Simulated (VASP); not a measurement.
# Mo (Fd-3m) in VASP: single point with LDA

Aim: the single point of Mo with LDA.

Program: VASP 6.6.1. These are calculated values, not measurements. Logs are shortened: lines on timing, memory, paths and dates and some standing lists are left out, and cuts for length are marked.

## (1) The cell of the first run

Symmetry: Fd-3m, No. 227, cubic system. The conventional cell has a = 5.408 Å, b = 5.408 Å, c = 5.408 Å, α = 90.00°, β = 90.00°, γ = 90.00°. Within 3.1 Å of Mo (site symmetry -43m) lie 4 Mo at 2.34 Å.

## (2) Single point, LDA

INCAR reads:

```
SYSTEM = Mo
PREC     = Accurate       ! precision mode
ENCUT    = 520            ! plane-wave cutoff, eV
EDIFF    = 1E-6           ! SCF threshold, eV
ISMEAR   = -1             ! smearing method
SIGMA    = 0.05           ! smearing width, eV
LREAL    = .False.        ! projectors in reciprocal space
LASPH    = .True.         ! aspherical terms in the spheres
NELM     = 60             ! most SCF steps
ALGO     = Normal         ! electronic algorithm
ISIF     = 2              ! what is computed and relaxed
LWAVE    = .False.        ! write WAVECAR
LCHARG   = .False.        ! write CHGCAR
GGA      = CA             ! functional
NBANDS   = 21             ! bands
```

KPOINTS reads:

```
regular mesh
0
Gamma
  10 10 10
  0 0 0
```

POSCAR reads:

```
Mo
1.0
    0.0000000000      2.7041431590      2.7041431590
    2.7041431590      0.0000000000      2.7041431590
    2.7041431590      2.7041431590      0.0000000000
Mo
2
Direct
   -0.1250000000     -0.1250000000     -0.1250000000
    0.1250000000      0.1250000000      0.1250000000
```

Potentials or basis: VASP PAW LDA potentials, release 64 (Mo_sv).

Launch:

```
$ cat potpaw_LDA.64/Mo_sv/POTCAR > POTCAR
$ mpirun -np 1 vasp_std > vasp.out
```

OUTCAR:

```text
SYSTEM = Mo
   PREC = Accurate
   ENCUT = 520
   EDIFF = 1E-6
   ISMEAR = -1
   LREAL = .False.
   LASPH = .True.
   NELM = 60
   ISIF = 2
   GGA = CA

 ion  position               nearest neighbor table
   1  0.875  0.875  0.875-   2 2.34   2 2.34   2 2.34   2 2.34
   2  0.125  0.125  0.125-   1 2.34   1 2.34   1 2.34   1 2.34

  LATTYP: Found a face centered cubic cell.
 ALAT       =     5.4082863180

  Lattice vectors:

 A1 = (   0.0000000000,   2.7041431590,   2.7041431590)
 A2 = (   2.7041431590,   0.0000000000,   2.7041431590)
 A3 = (   2.7041431590,   2.7041431590,   0.0000000000)

Analysis of symmetry for initial positions (statically):
=====================================================================
 Subroutine PRICEL returns:
 Original cell was already a primitive cell.

 Routine SETGRP: Setting up the symmetry group for a
 face centered cubic supercell.

 Subroutine GETGRP returns: Found 48 space group operations
 (whereof 12 operations were pure point group operations)
 out of a pool of 48 trial point group operations.

The static configuration has the point symmetry D_3d.
 The point group associated with its full space group is O_h .

Analysis of symmetry for dynamics (positions and initial velocities):
=====================================================================
 Subroutine PRICEL returns:
 Original cell was already a primitive cell.

 Routine SETGRP: Setting up the symmetry group for a
 face centered cubic supercell.

 Subroutine GETGRP returns: Found 48 space group operations
 (whereof 12 operations were pure point group operations)
 out of a pool of 48 trial point group operations.

The dynamic configuration has the point symmetry D_3d.
 The point group associated with its full space group is O_h .

 Subroutine INISYM returns: Found 48 space group operations
 (whereof 12 operations are pure point group operations),
 and found     1 'primitive' translations

----------------------------------------------------------------------------------------

                                     Primitive cell

  volume of cell :      39.5475

  direct lattice vectors                    reciprocal lattice vectors
     0.000000000  2.704143159  2.704143159    -0.184901453  0.184901453  0.184901453
     2.704143159  0.000000000  2.704143159     0.184901453 -0.184901453  0.184901453
     2.704143159  2.704143159  0.000000000     0.184901453  0.184901453 -0.184901453

  length of vectors
     3.824235930  3.824235930  3.824235930     0.320258711  0.320258711  0.320258711

  position of ions in fractional coordinates (direct lattice)
     0.875000000  0.875000000  0.875000000
     0.125000000  0.125000000  0.125000000

  ion indices of the primitive-cell ions
   primitive index   ion index
                 1           1
                 2           2

----------------------------------------------------------------------------------------

 KPOINTS: regular mesh

Automatic generation of k-mesh.
 Grid dimensions read from file:
 generate k-points for:   10   10   10

 Generating k-lattice:

  Cartesian coordinates                     Fractional coordinates (reciprocal lattice)
    -0.018490145  0.018490145  0.018490145     0.100000000  0.000000000  0.000000000
     0.018490145 -0.018490145  0.018490145     0.000000000  0.100000000  0.000000000
     0.018490145  0.018490145 -0.018490145     0.000000000  0.000000000  0.100000000

  Length of vectors
     0.032025871  0.032025871  0.032025871

  Shift w.r.t. Gamma in fractional coordinates (k-lattice)
     0.000000000  0.000000000  0.000000000

 Subroutine IBZKPT returns following result:
 ===========================================

 Found     47 irreducible k-points:

 Following reciprocal coordinates:
            Coordinates               Weight
  0.000000  0.000000  0.000000      1.000000
  0.100000  0.000000  0.000000      8.000000
  0.200000  0.000000  0.000000      8.000000
  0.300000  0.000000  0.000000      8.000000
  0.400000  0.000000  0.000000      8.000000
  0.500000  0.000000  0.000000      4.000000
[... 16 lines left out ...]
  0.300000  0.300000  0.000000      6.000000
  0.400000  0.300000  0.000000     24.000000
 [... further k-points ...]
   k-points           NKPTS =     47   k-points in BZ     NKDIM =     47   number of bands    NBANDS=     21
   number of dos      NEDOS =    301   number of ions     NIONS =      2
   total plane-waves  NPLWV =  21952
   dimension x,y,z NGX =    28 NGY =   28 NGZ =   28
   dimension x,y,z NGXF=    56 NGYF=   56 NGZF=   56
   ions per type =               2
   NGX,Y,Z   is equivalent  to a cutoff of  12.17, 12.17, 12.17 a.u.
   NGXF,Y,Z  is equivalent  to a cutoff of  24.34, 24.34, 24.34 a.u.
 SYSTEM =  Mo
   PREC   = accura    normal or accurate (medium, high low for compatibility)
   ISTART =      0    job   : 0-new  1-cont  2-samecut
   ICHARG =      2    charge: 1-file 2-atom 10-const
   ISPIN  =      1    spin polarized calculation?
   LNONCOLLINEAR =      F non collinear calculations
   LSORBIT =      F    spin-orbit coupling
   LASPH  =      T    aspherical Exc in radial PAW
   ENCUT  =  520.0 eV  38.22 Ry    6.18 a.u.   7.11  7.11  7.11*2*pi/ulx,y,z
   NELM   =     60;   NELMIN=  2; NELMDL= -5     # of ELM steps
   EDIFF  = 0.1E-05   stopping-criterion for ELM
   LREAL  =      F    real-space projection
   EDIFFG = 0.1E-04   stopping-criterion for IOM
   NSW    =      0    number of steps for IOM
   IBRION =     -1    ionic relax: 0-MD 1-quasi-New 2-CG
   NFREE  =      0    steps in history (QN), initial steepest desc. (CG)
   ISIF   =      2    stress and relaxation
   ISYM   =      2    0-nonsym 1-usesym 2-fastsym
   POTIM  = 0.5000    time-step for ionic-motion
   TEBEG  =    0.0;   TEEND  =   0.0 temperature during run
   PSTRESS=    0.0 pullay stress
   NELECT =      28.0000    total number of electrons
   NUPDOWN=      -1.0000    fix difference up-down
   EMIN   =  10.00;   EMAX   =-10.00  energy-range for DOS
   EFERMI =   0.00;   METHOD = LEGACY
   ISMEAR =    -1;   SIGMA  =   0.05  broadening in eV -4-tet -1-fermi 0-gaus
   EFERMI_NEDOS =   21; number of points for ismear=-14 and -15
   IALGO  =     38    algorithm
   IMIX   =      4    mixing-type and parameters
     AMIX     =   0.40;   BMIX     =  1.00
     AMIX_MAG =   1.60;   BMIX_MAG =  1.00
  volume/ion in A,a.u.               =      19.77       133.44
  Fermi-wavevector in a.u.,A,eV,Ry     =   1.459109  2.757317 28.966803  2.129000
  Thomas-Fermi vector in A             =   2.575715
   LORBIT       =      0    0 simple, 1 ext, 2 COOP (PROOUT), +10 PAW based schemes
   GGA     = CA    functional components
   LHFCALC =     F    Hartree Fock is set to
   AEXX    =    0.0000 exact exchange contribution
   IVDW    =     0    specifies the selected vdW correction
   LEPSILON=     F    determine dielectric tensor
   LRPA    =     F    only Hartree local field effects (RPA)
 non-spin polarized calculation
  energy-cutoff  :      520.00
  volume of cell :       39.55
 maximum number of plane-waves:      1090
   NGX = 15   NGY = 15   NGZ = 15

 number of electron      28.0000005 magnetization

 Free energy of the ion-electron system (eV)
  ---------------------------------------------------
  ext. energy  EPLUGINS =         0.00000000
  ---------------------------------------------------
  free energy    TOTEN  =       -19.39652742 eV

  energy without entropy =      -19.37859015  energy(sigma->0) =      -19.38755878

 E-fermi :   8.5476     XC(G=0): -11.8596

 val. band max:        8.5450761600   @ k =   0.3000   0.1000   0.0000
 cond. band min:       8.5577216264   @ k =  -0.4000   0.4000   0.0000
 fundamental gap:      0.0126454664
 Fermi energy:         8.5476489634

 k-point     1 :       0.0000    0.0000    0.0000
  band No.  band energies     occupation
      1     -51.8279      2.00000
      2     -50.6851      2.00000
      3     -26.5032      2.00000
      4     -26.5032      2.00000
      5     -26.5032      2.00000
      6     -24.8923      2.00000
[... 13 lines left out ...]
     20      20.3629      0.00000
     21      21.2033      0.00000

 k-point     2 :       0.1000    0.0000    0.0000
  band No.  band energies     occupation
      1     -51.8082      2.00000
      2     -50.7072      2.00000
      3     -26.5244      2.00000
      4     -26.5244      2.00000
      5     -26.5031      2.00000
      6     -24.8897      2.00000
[... 13 lines left out ...]
     20      19.5830      0.00000
     21      21.3073      0.00000

 k-point     3 :       0.2000    0.0000    0.0000
  band No.  band energies     occupation
      1     -51.7523      2.00000
      2     -50.7692      2.00000
      3     -26.5771      2.00000
      4     -26.5771      2.00000
      5     -26.5040      2.00000
      6     -24.8810      2.00000
[... 13 lines left out ...]
     20      18.9740      0.00000
     21      20.2098      0.00000

 k-point     4 :       0.3000    0.0000    0.0000
  band No.  band energies     occupation
      1     -51.6718      2.00000
      2     -50.8573      2.00000
      3     -26.6376      2.00000
      4     -26.6376      2.00000
      5     -26.5079      2.00000
      6     -24.8668      2.00000
[... 13 lines left out ...]
     20      17.2167      0.00000
     21      19.0149      0.00000

 k-point     5 :       0.4000    0.0000    0.0000
  band No.  band energies     occupation
      1     -51.5910      2.00000
      2     -50.9441      2.00000
      3     -26.6834      2.00000
      4     -26.6834      2.00000
      5     -26.5132      2.00000
      6     -24.8526      2.00000
[... 13 lines left out ...]
     20      14.9334      0.00000
     21      18.9431      0.00000

 k-point     6 :       0.5000    0.0000    0.0000
  band No.  band energies     occupation
      1     -51.5538      2.00000
      2     -50.9837      2.00000
      3     -26.7003      2.00000
      4     -26.7003      2.00000
      5     -26.5156      2.00000
      6     -24.8465      2.00000
[... 13 lines left out ...]
     20      13.8645      0.00000
     21      18.9415      0.00000

 k-point     7 :       0.1000    0.1000    0.0000
  band No.  band energies     occupation
      1     -51.8014      2.00000
      2     -50.7147      2.00000
      3     -26.5500      2.00000
      4     -26.5500      2.00000
      5     -26.4625      2.00000
      6     -24.9335      2.00000
[... 13 lines left out ...]
     20      19.4162      0.00000
     21      21.2634      0.00000
[... 291 lines left out ...]
      1     -51.4903      2.00000
      2     -51.0504      2.00000
      3     -26.8875      2.00000
      4     -26.7510      2.00000
      5     -26.2058      2.00000
      6     -25.1506      2.00000
[... 13 lines left out ...]
     20      14.0519      0.00000
     21      17.5453      0.00000

 k-point    21 :      -0.3000    0.2000    0.0000
  band No.  band energies     occupation
      1     -51.5539      2.00000
      2     -50.9835      2.00000
      3     -26.8607      2.00000
      4     -26.7008      2.00000
      5     -26.2664      2.00000
      6     -25.0926      2.00000
[... 13 lines left out ...]
     20      15.7264      0.00000
     21      17.6120      0.00000

 k-point    22 :      -0.2000    0.2000    0.0000
  band No.  band energies     occupation
      1     -51.6394      2.00000
      2     -50.8923      2.00000
      3     -26.7863      2.00000
      4     -26.6396      2.00000
      5     -26.3541      2.00000
      6     -25.0147      2.00000
[... 13 lines left out ...]
     20      17.9921      0.00000
     21      18.1777      0.00000

 k-point    23 :       0.3000    0.3000    0.0000
  band No.  band energies     occupation
      1     -51.6026      2.00000
      2     -50.9318      2.00000
      3     -26.7810      2.00000
      4     -26.7810      2.00000
      5     -26.1657      2.00000
      6     -25.2316      2.00000
[... 13 lines left out ...]
     20      17.6788      0.00000
     21      17.8977      0.00000

 k-point    24 :       0.4000    0.3000    0.0000
  band No.  band energies     occupation
      1     -51.5225      2.00000
      2     -51.0166      2.00000
      3     -26.8410      2.00000
      4     -26.8236      2.00000
      5     -26.0672      2.00000
      6     -25.3235      2.00000
[... 13 lines left out ...]
     20      16.2754      0.00000
     21      16.8786      0.00000

 [... further k-points ...]

------------------------ aborting loop because EDIFF is reached ----------------------------------------

  FORCE on cell =-STRESS in cart. coord.  units (eV):
  Direction    XX          YY          ZZ          XY          YZ          ZX
  --------------------------------------------------------------------------------------
  -------------------------------------------------------------------------------------
  Total        3.5072638      3.5072638      3.5072638      0.0000000      0.0000000     -0.0000000
  in kB      142.0888426    142.0888426    142.0888426      0.0000000      0.0000000     -0.0000000
  external PRESSURE =     142.0888426 kB  Pullay stress =       0.0000000 kB

 VOLUME and BASIS-vectors are now :
 -----------------------------------------------------------------------------
  energy-cutoff  :      520.00
  volume of cell :       39.55
      direct lattice vectors                 reciprocal lattice vectors
     0.000000000  2.704143159  2.704143159    -0.184901453  0.184901453  0.184901453
     2.704143159  0.000000000  2.704143159     0.184901453 -0.184901453  0.184901453
     2.704143159  2.704143159  0.000000000     0.184901453  0.184901453 -0.184901453

 POSITION                                       TOTAL-FORCE (eV/Angst)
 -----------------------------------------------------------------------------------
      4.73225      4.73225      4.73225        -0.000000     -0.000000     -0.000000
      0.67604      0.67604      0.67604         0.000000      0.000000      0.000000
 -----------------------------------------------------------------------------------
    total drift:                                0.000000     -0.000000     -0.000000

  FREE ENERGIE OF THE ION-ELECTRON SYSTEM (eV)
  ---------------------------------------------------
  free  energy   TOTEN  =       -19.3965274205 eV

  energy  without entropy=      -19.3785901459  energy(sigma->0) =      -19.38755878
```

Run time: 26 s. Hardware: 1 thread of Intel Xeon 8259CL, shared host; peak memory 0.16 GiB.

What came out:

```yaml
Free_energy: -19.3965 eV
Pressure: 14.2 GPa
Band_gap_on_the_k_mesh: zero (band 14 reaches 8.90 eV, above the bottom of band 15 at 8.19 eV)
```
